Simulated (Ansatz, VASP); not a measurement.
## ScAs2: VASP beside Ansatz

```
Sc As
1.0
    -2.66080    2.66080    2.62314
     2.66080   -2.66080    2.62314
     2.66080    2.66080   -2.62314
Sc As
1 2
Cartesian
  0.0000 0.0000 0.0000
  2.6608 0.0000 0.0556
  2.6608 0.0000 2.5675
```

Alike in both runs: functional PBE; k mesh 12 × 12 × 12; occupations gaussian, width 0.1 eV; no spin polarisation.

Ansatz relaxed the structure, and its values are those at the end. VASP's run is a single point on that final structure, the one shown.

|  | VASP | Ansatz |
| --- | --- | --- |
| version | VASP 6.6.1 | Ansatz 0.2.0 |
| potentials or method | VASP PAW PBE potentials, release 64 (Sc_sv, As), cutoff 520 eV | scalar-relativistic, plane waves, PAW |
| valence electrons in the cell | 21 | 41 |

```csv
,VASP,Ansatz,Ansatz less VASP
gap on the k mesh at the Fermi level (eV),none,none,-
pressure (GPa),0.2,0.0,-0.20
rms of the force components (eV/Å),0.015,0.003,-0.0121
```

A gap of «none» marks a metal or a gap that the smearing closes. The functional is the same, so the differences come from potentials, cutoffs and numerics. VASP's potentials hold 21 valence electrons a cell and Ansatz's 41, so a difference there can come from the potentials and not from the codes.
